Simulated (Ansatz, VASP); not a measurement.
# Two plane-wave programs on Si

```
Si
1.0
     4.39547    0.00000    0.00000
    -2.19773    3.80659    0.00000
     0.00000    0.00000    2.56800
Si
3
Direct
  0.00000 0.00000 0.00000
  0.33333 0.66667 0.50000
  0.66667 0.33333 0.50000
```

Alike in both runs: functional r2SCAN; k mesh 12 × 12 × 18; occupations gaussian, width 0.1 eV; no spin polarisation.

Ansatz relaxed the structure, and its values are those at the end. VASP's run is a single point on that final structure, the one shown.

|  | VASP | Ansatz |
| --- | --- | --- |
| version | VASP 6.6.1 | Ansatz 0.2.0 |
| potentials or method | VASP PAW PBE potentials, release 64 (Si), cutoff 520 eV | scalar-relativistic, plane waves, PAW |
| valence electrons in the cell | 12 | 12 |

```tsv
	VASP	Ansatz	Ansatz less VASP
gap on the k mesh at the Fermi level (eV)	none	none	-
pressure (GPa)	0.0	0.0	-0.02
```

VASP's potentials were made for PBE, not for r2SCAN. A gap of «none» marks a metal or a gap that the smearing closes.
